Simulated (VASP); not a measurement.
# SiC (F-43m) in VASP: a series of runs, part 2 of 2

VASP 6.6.1. The steps go on from the part before.

### Step 3. Single point, LDA

This run uses another cell than the first one: it holds 4 atoms, not 2.

File INCAR:

```
ALGO     = Normal         # electronic algorithm
EDIFF    = 1E-7           # SCF threshold, eV
ENCUT    = 520            # plane-wave cutoff, eV
GGA      = CA             # functional
ISIF     = 2              # what is computed and relaxed
ISMEAR   = 0              # smearing method
LASPH    = T              # aspherical terms in the spheres
LCHARG   = F              # write CHGCAR
LREAL    = F              # projectors in reciprocal space
LWAVE    = F              # write WAVECAR
NBANDS   = 16             # bands
NELM     = 80             # most SCF steps
PREC     = Accurate       # precision mode
SIGMA    = 0.05           # smearing width, eV
```

File KPOINTS:

```
k-points
0
Gamma
  10 10 6
```

File POSCAR:

```
SiC
1.0
    0.0000000000     -2.1644105396     -2.1644105396
    0.0000000000      2.1644105396     -2.1644105396
    4.3288210792      0.0000000000      0.0000000000
Si C
2 2
Direct
    0.5000000000      0.5000000000      0.5000000000
    0.0000000000      0.0000000000      0.0000000000
    0.0000000000      0.5000000000      0.2500000000
    0.5000000000      0.0000000000      0.7500000000
```

Potentials or basis: VASP PAW LDA potentials, release 64 (Si, C).

Command:

```
> cat potpaw_LDA.64/Si/POTCAR potpaw_LDA.64/C/POTCAR > POTCAR
> mpirun -np 1 vasp_std > vasp.out
```

OUTCAR:

```text
EDIFF = 1E-7
   ENCUT = 520
   GGA = CA
   ISIF = 2
   ISMEAR = 0
   LASPH = T
   LREAL = F
   NELM = 80
   PREC = Accurate

 ion  position               nearest neighbor table
   1  0.500  0.500  0.500-   3 1.87   4 1.87   4 1.87   3 1.87   2 3.06   2 3.06   2 3.06   2 3.06
                             2 3.06   2 3.06   2 3.06   2 3.06
   2  0.000  0.000  0.000-   3 1.87   4 1.87   3 1.87   4 1.87   1 3.06   1 3.06   1 3.06   1 3.06
                             1 3.06   1 3.06   1 3.06   1 3.06
   3  0.000  0.500  0.250-   1 1.87   2 1.87   2 1.87   1 1.87
   4  0.500  0.000  0.750-   1 1.87   2 1.87   1 1.87   2 1.87

  LATTYP: Found a simple tetragonal cell.
 ALAT       =     3.0609387396
 C/A-ratio  =     1.4142135624

  Lattice vectors:

 A1 = (   0.0000000000,  -2.1644105396,  -2.1644105396)
 A2 = (   0.0000000000,   2.1644105396,  -2.1644105396)
 A3 = (   4.3288210792,   0.0000000000,   0.0000000000)

Analysis of symmetry for initial positions (statically):
=====================================================================
 Subroutine PRICEL returns following result:

  LATTYP: Found a face centered cubic cell.
 ALAT       =     4.3288210792

  Lattice vectors:

 A1 = (  -2.1644105396,   0.0000000000,   2.1644105396)
 A2 = (  -2.1644105396,  -2.1644105396,   0.0000000000)
 A3 = (  -0.0000000000,  -2.1644105396,   2.1644105396)

   2 primitive cells build up your supercell.

 Routine SETGRP: Setting up the symmetry group for a
 simple tetragonal supercell.

 Subroutine GETGRP returns: Found  8 space group operations
 (whereof  8 operations were pure point group operations)
 out of a pool of 16 trial point group operations.

The static configuration has the point symmetry D_2d.

Analysis of symmetry for dynamics (positions and initial velocities):
=====================================================================
 Subroutine PRICEL returns following result:

  LATTYP: Found a face centered cubic cell.
 ALAT       =     4.3288210792

  Lattice vectors:

 A1 = (  -2.1644105396,   0.0000000000,   2.1644105396)
 A2 = (  -2.1644105396,  -2.1644105396,   0.0000000000)
 A3 = (  -0.0000000000,  -2.1644105396,   2.1644105396)

   2 primitive cells build up your supercell.

 Routine SETGRP: Setting up the symmetry group for a
 simple tetragonal supercell.

 Subroutine GETGRP returns: Found  8 space group operations
 (whereof  8 operations were pure point group operations)
 out of a pool of 16 trial point group operations.

The dynamic configuration has the point symmetry D_2d.

 Subroutine INISYM returns: Found  8 space group operations
 (whereof  8 operations are pure point group operations),
 and found     2 'primitive' translations

----------------------------------------------------------------------------------------

                                     Primitive cell

  volume of cell :      20.2791
[... 35 lines left out ...]

  Shift w.r.t. Gamma in fractional coordinates (k-lattice)
     0.000000000  0.000000000  0.000000000

 Subroutine IBZKPT returns following result:
 ===========================================

 Found     84 irreducible k-points:

 Following reciprocal coordinates:
            Coordinates               Weight
  0.000000  0.000000  0.000000      1.000000
  0.100000  0.000000  0.000000      4.000000
  0.200000  0.000000  0.000000      4.000000
  0.300000  0.000000  0.000000      4.000000
  0.400000  0.000000  0.000000      4.000000
  0.500000  0.000000  0.000000      2.000000
[... 16 lines left out ...]
  0.100000  0.000000  0.166667      8.000000
  0.200000  0.000000  0.166667      8.000000
 [... further k-points ...]
   k-points           NKPTS =     84   k-points in BZ     NKDIM =     84   number of bands    NBANDS=     16
   number of dos      NEDOS =    301   number of ions     NIONS =      4
   total plane-waves  NPLWV =  18432
   dimension x,y,z NGX =    24 NGY =   24 NGZ =   32
   dimension x,y,z NGXF=    48 NGYF=   48 NGZF=   64
   ions per type =               2   2
   NGX,Y,Z   is equivalent  to a cutoff of  13.03, 13.03, 12.29 a.u.
   NGXF,Y,Z  is equivalent  to a cutoff of  26.07, 26.07, 24.58 a.u.
 SYSTEM =  unknown system
   PREC   = accura    normal or accurate (medium, high low for compatibility)
   ISTART =      0    job   : 0-new  1-cont  2-samecut
   ICHARG =      2    charge: 1-file 2-atom 10-const
   ISPIN  =      1    spin polarized calculation?
   LNONCOLLINEAR =      F non collinear calculations
   LSORBIT =      F    spin-orbit coupling
   LASPH  =      T    aspherical Exc in radial PAW
   ENCUT  =  520.0 eV  38.22 Ry    6.18 a.u.   5.69  5.69  8.05*2*pi/ulx,y,z
   NELM   =     80;   NELMIN=  2; NELMDL= -5     # of ELM steps
   EDIFF  = 0.1E-06   stopping-criterion for ELM
   LREAL  =      F    real-space projection
   EDIFFG = 0.1E-05   stopping-criterion for IOM
   NSW    =      0    number of steps for IOM
   IBRION =     -1    ionic relax: 0-MD 1-quasi-New 2-CG
   NFREE  =      0    steps in history (QN), initial steepest desc. (CG)
   ISIF   =      2    stress and relaxation
   ISYM   =      2    0-nonsym 1-usesym 2-fastsym
   POTIM  = 0.5000    time-step for ionic-motion
   TEBEG  =    0.0;   TEEND  =   0.0 temperature during run
   PSTRESS=    0.0 pullay stress
   NELECT =      16.0000    total number of electrons
   NUPDOWN=      -1.0000    fix difference up-down
   EMIN   =  10.00;   EMAX   =-10.00  energy-range for DOS
   EFERMI =   0.00;   METHOD = LEGACY
   ISMEAR =     0;   SIGMA  =   0.05  broadening in eV -4-tet -1-fermi 0-gaus
   EFERMI_NEDOS =   21; number of points for ismear=-14 and -15
   IALGO  =     38    algorithm
   IMIX   =      4    mixing-type and parameters
     AMIX     =   0.40;   BMIX     =  1.00
     AMIX_MAG =   1.60;   BMIX_MAG =  1.00
  volume/ion in A,a.u.               =      10.14        68.43
  Fermi-wavevector in a.u.,A,eV,Ry     =   1.200665  2.268928 19.614111  1.441596
  Thomas-Fermi vector in A             =   2.336495
   LORBIT       =      0    0 simple, 1 ext, 2 COOP (PROOUT), +10 PAW based schemes
   GGA     = CA    functional components
   LHFCALC =     F    Hartree Fock is set to
   AEXX    =    0.0000 exact exchange contribution
   IVDW    =     0    specifies the selected vdW correction
   LEPSILON=     F    determine dielectric tensor
   LRPA    =     F    only Hartree local field effects (RPA)
 non-spin polarized calculation
 Gauss-broadening in eV      SIGMA  =   0.05
  energy-cutoff  :      520.00
  volume of cell :       40.56
 maximum number of plane-waves:      1136
 NGX is ok and might be reduce to    24

 number of electron      16.0000001 magnetization

 Free energy of the ion-electron system (eV)
  ---------------------------------------------------
  ext. energy  EPLUGINS =         0.00000000
  ---------------------------------------------------
  free energy    TOTEN  =       -33.28521021 eV

  energy without entropy =      -33.28521021  energy(sigma->0) =      -33.28521021

 E-fermi :   8.5290     XC(G=0): -11.6425

 val. band max:        8.2925405578   @ k =   0.0000   0.0000   0.0000
 cond. band min:       9.5798917124   @ k =   0.0000   0.0000   0.0000
 fundamental gap:      1.2873511546
 Fermi energy:         8.5290462394

 k-point     1 :       0.0000    0.0000    0.0000
  band No.  band energies     occupation
      1      -7.1815      2.00000
      2      -1.9839      2.00000
      3       0.4163      2.00000
      4       5.0604      2.00000
      5       5.0604      2.00000
      6       8.2925      2.00000
[... 433 lines left out ...]
      3       1.3074      2.00000
      4       3.6273      2.00000
      5       5.4210      2.00000
      6       5.5898      2.00000
[... 8 lines left out ...]
     15      20.1084      0.00000
     16      20.1110      0.00000

 [... further k-points ...]

------------------------ aborting loop because EDIFF is reached ----------------------------------------

  FORCE on cell =-STRESS in cart. coord.  units (eV):
  Direction    XX          YY          ZZ          XY          YZ          ZX
  --------------------------------------------------------------------------------------
  -------------------------------------------------------------------------------------
  Total        0.1079684      0.1091140      0.1091140      0.0000000      0.0000000      0.0000000
  in kB        4.2650920      4.3103468      4.3103468      0.0000000      0.0000000      0.0000000
  external PRESSURE =       4.2952619 kB  Pullay stress =       0.0000000 kB

 VOLUME and BASIS-vectors are now :
 -----------------------------------------------------------------------------
  energy-cutoff  :      520.00
  volume of cell :       40.56
      direct lattice vectors                 reciprocal lattice vectors
     0.000000000 -2.164410540 -2.164410540     0.000000000 -0.231009779 -0.231009779
     0.000000000  2.164410540 -2.164410540     0.000000000  0.231009779 -0.231009779
     4.328821079  0.000000000  0.000000000     0.231009779  0.000000000  0.000000000

 POSITION                                       TOTAL-FORCE (eV/Angst)
 -----------------------------------------------------------------------------------
      2.16441      0.00000     -2.16441         0.000000     -0.000000     -0.000000
      0.00000      0.00000      0.00000         0.000000      0.000000      0.000000
      1.08221      1.08221     -1.08221        -0.000000      0.000000      0.000000
      3.24662     -1.08221     -1.08221         0.000000      0.000000      0.000000
 -----------------------------------------------------------------------------------
    total drift:                               -0.000000      0.000000     -0.000000

  FREE ENERGIE OF THE ION-ELECTRON SYSTEM (eV)
  ---------------------------------------------------
  free  energy   TOTEN  =       -33.2852102114 eV

  energy  without entropy=      -33.2852102114  energy(sigma->0) =      -33.28521021
```

It took 54 s on 1 thread of AMD EPYC 7R13 (Zen 3), shared host; peak memory 0.13 GiB.

Results:

* Free energy: -33.2852 eV
* Pressure: 0.4 GPa
* Band gap on the k mesh: 1.29 eV

### Step 4. Single point, LDA

File INCAR:

```
PREC = Accurate ; ENCUT = 600
EDIFF = 1E-6 ; ISMEAR = 0
SIGMA = 0.02 ; LREAL = F
LASPH = T ; NELM = 120
ALGO = Normal ; ISIF = 2
LWAVE = F ; LCHARG = F
GGA = CA ; NBANDS = 11
GGA_COMPAT = F
```

File KPOINTS:

```
Automatic mesh
0
Gamma
  12 12 12
```

File POSCAR:

```
SiC
1.0
    0.0000000000      2.1644105396      2.1644105396
    2.1644105396      0.0000000000      2.1644105396
    2.1644105396      2.1644105396      0.0000000000
Si C
1 1
Direct
    0.0000000000      0.0000000000      0.0000000000
    0.7500000000      0.7500000000      0.7500000000
```

Command:

```
> cat potpaw_LDA.64/Si/POTCAR potpaw_LDA.64/C/POTCAR > POTCAR
> mpirun -np 1 vasp_std > vasp.out
```

Wall time 5.5 s (1 thread of Intel Xeon 6975P-C (Granite Rapids), shared host); peak memory 0.13 GiB.

Results (log left out):

| Quantity | Value |
| --- | --- |
| Free energy | -16.6447 eV |
| Pressure | 0.3 GPa |
| Band gap on the k mesh | 1.29 eV, indirect (least direct gap 4.52 eV) |

Levels at points of the mesh, in eV from the valence-band top:
```csv
k point,band 1,band 2,band 3,band 4,band 5,band 6,band 7,band 8,band 9
"(0.00, 0.00, 0.00)",-15.47,0.00,0.00,0.00,6.53,7.33,7.33,7.33,14.58
"(0.50, 0.00, 0.00)",-11.78,-8.67,-1.06,-1.06,5.57,7.21,7.21,10.03,16.18
"(0.50, 0.50, 0.00)",-10.28,-7.88,-3.23,-3.23,1.29,4.26,14.06,14.06,14.82
```

### Step 5. Overview

```csv
cell,k mesh,cutoff (eV),smearing,gap on the mesh (eV),pressure (GPa)
"a = 3.061 Å, angles 60.0°, 2 atoms",12 × 12 × 12,520,gaussian 0.05 eV,1.29,0.4
"a = 3.061, b = 3.061, c = 4.329 Å, 4 atoms",10 × 10 × 6,520,gaussian 0.05 eV,1.29,0.4
"a = 3.061 Å, angles 60.0°, 2 atoms",12 × 12 × 12,600,gaussian 0.02 eV,1.29,0.3
```

Alike in all rows: task single point; level LDA; potentials or basis VASP PAW LDA potentials, release 64 (Si, C); no spin polarisation.

Total energies depend on the potentials used, so only differences within one code and one set of settings carry meaning.

### Step 6. Comparison with measurements

Step 2. A measured gap of SiC is 2.4 eV (indirect; quoted in “Insight into the structural, elastic and electronic properties of a new orthorhombic 6O-SiC polytype”, 2020, pmc:7200658); the calculated 1.29 eV misses it by -1.11 eV. The value is that of LDA on a finite k mesh, which can miss the band edges, without temperature or zero-point motion. Semilocal functionals fall short of measured gaps as a rule.

Step 4. A measured gap of SiC is 2.4 eV (indirect; quoted in “Insight into the structural, elastic and electronic properties of a new orthorhombic 6O-SiC polytype”, 2020, pmc:7200658); the calculated 1.29 eV misses it by -1.11 eV. The value is that of LDA on a finite k mesh, which can miss the band edges, without temperature or zero-point motion. Semilocal functionals fall short of measured gaps as a rule.
